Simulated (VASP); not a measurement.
Set up this calculation in VASP 6.6.1, as the native input.

| Property | Result |
| --- | --- |
| Task | relaxation of cell and atoms |
| Functional | PBEsol |
| Potentials or basis | VASP PAW PBE potentials, release 64 (Zn, S) |
| Cutoff | 600 eV |
| k mesh | 8 × 8 × 8 |
| Occupations | methfessel-paxton, width 0.02 eV |
| Spin | no spin polarisation |
| Target pressure | 10 GPa |
| Dipole correction | no |
| Further INCAR settings | ALGO = Normal; EDIFF = 1e-06; IBRION = 2; EDIFFG = -0.05; NSW = 80; ISIF = 3 |

The structure of ZnS lies in POSCAR:

```
ZnS
1.0
    0.0000000000      2.7020000000      2.7020000000
    2.7020000000      0.0000000000      2.7020000000
    2.7020000000      2.7020000000      0.0000000000
Zn S
1 1
Direct
    0.2500000000      0.2500000000      0.2500000000
    0.0000000000      0.0000000000      0.0000000000
```

One way to write it, as run:

INCAR

```
SYSTEM = ZnS
  ALGO = Normal
  EDIFF = 1E-6
  EDIFFG = -0.05
  ENCUT = 600
  GGA = PS
  IBRION = 2
  ISIF = 3
  ISMEAR = 1
  LASPH = .TRUE.
  LCHARG = .FALSE.
  LREAL = .FALSE.
  LWAVE = .FALSE.
  NELM = 60
  NSW = 80
  PREC = Accurate
  PSTRESS = 100.0
  SIGMA = 0.02
```

KPOINTS

```
k-points
0
G
  8 8 8
  0 0 0
```

Potentials or basis: VASP PAW PBE potentials, release 64 (Zn, S).

Launch:

```console
$ cat potpaw_PBE.64/Zn/POTCAR potpaw_PBE.64/S/POTCAR > POTCAR
$ mpirun -np 1 vasp_std > vasp.out
```

It gave:

```yaml
Relaxed_volume: 17.42 Å³/atom
Relaxed_cell: a = 3.666 Å, b = 3.666 Å, c = 3.666 Å, α = 60.00°, β = 60.00°, γ = 60.00°
Space_group_after_relaxing_to_0.05_Å: F-43m (No. 216)
Energy_change_on_relaxing_the_enthalpy_is_what_falls: +49.0 meV/atom
Ionic_steps: 3
Pressure_after_relaxing: 9.9 GPa
Band_gap_on_the_k_mesh: 2.53 eV, direct
```

Caveat: the cell is relaxed towards a set pressure, so the enthalpy falls and the energy may rise; the PAW data sets were made with another functional, which shifts forces and pressure a little.

Run time: 31 s on 1 thread of Intel(R) Xeon(R) Platinum 8488C (Sapphire Rapids) (shared host), peak memory 0.19 GiB.
